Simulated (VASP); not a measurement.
Runs of VASP 6.6.1 on CsH. The structure is that of space group Fm-3m (No. 225), or close to it. The cells are those of the table. 

| cell | gap on the mesh (eV) | pressure (GPa) |
| --- | --- | --- |
| a = 4.510, b = 4.544, c = 4.544 Å, angles 59.5, 60.2, 60.2°, 2 atoms | 2.68 | (a) |
| a = 4.511, b = 4.511, c = 4.398 Å, angles 60.8, 60.8, 61.7°, 2 atoms | 2.65 | 0.0 |
| a = 4.483, b = 4.483, c = 4.443 Å, angles 60.3, 60.3, 59.4°, 2 atoms | 2.63 | 0.3 |
| a = 4.465 Å, angles 60.0°, 2 atoms | 2.63 | 0.4 |
| a = 4.510 Å, angles 60.0°, 2 atoms | (b) | 0.0 |

Alike in all rows: task single point; level r2SCAN; potentials or basis VASP PAW PBE potentials, release 64 (Cs_sv, H); no spin polarisation; k mesh 8 × 8 × 8; cutoff (eV) 520; smearing gaussian 0.01 eV.

Estimate the missing entries.

(a) -0.1; (b) 2.66.

Caveats: the structure was generated, so it needn't be the stable form of CsH; the PAW data sets were made with another functional, which shifts forces and pressure a little; spin-orbit coupling is left out, which moves the levels of the heavy elements.

A k mesh can miss the band edges, and the runs leave out spin-orbit coupling on Cs.
